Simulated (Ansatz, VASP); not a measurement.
## BN: VASP beside Ansatz

```
CELL_PARAMETERS angstrom
2.55394 -0.01277 0.00000
-1.28803 2.21816 0.00000
0.00000 0.00000 4.22685
ATOMIC_POSITIONS crystal
B 0.66667 0.33333 0.99972
B 0.33333 0.66667 0.49972
N 0.66667 0.33333 0.62528
N 0.33333 0.66667 0.12528
```

Change from the starting cell: strain -0.0100 x Voigt [0, 0, 0, 0, 0, 1], atoms carried along.

Alike in both runs: task single point; functional LDA; k mesh 12 × 12 × 6; occupations gaussian, width 0.05 eV; no spin polarisation.

```csv
,VASP,Ansatz
version,VASP 6.6.1,Ansatz 0.2.0
potentials or method,"VASP PAW LDA potentials, release 64 (B, N), cutoff 520 eV","scalar-relativistic, plane waves, PAW"
valence electrons in the cell,16,16
```

```csv
,VASP,Ansatz,Ansatz less VASP
gap on the k mesh at the Fermi level (eV),4.93,4.96,+0.025
least direct gap on the mesh (eV),8.07,8.08,+0.011
pressure (GPa),-12.9,-13.7,-0.83
"traceless stress, the component that is largest in VASP (GPa)",4.04,4.02,-0.019
rms of the force components (eV/Å),0.021,0.021,-0.0001
```

LDA's correlation is that of Perdew and Zunger in VASP and of Perdew and Wang (1992) in Ansatz. Atom by atom the forces differ by 0.001 eV/Å (rms over components).
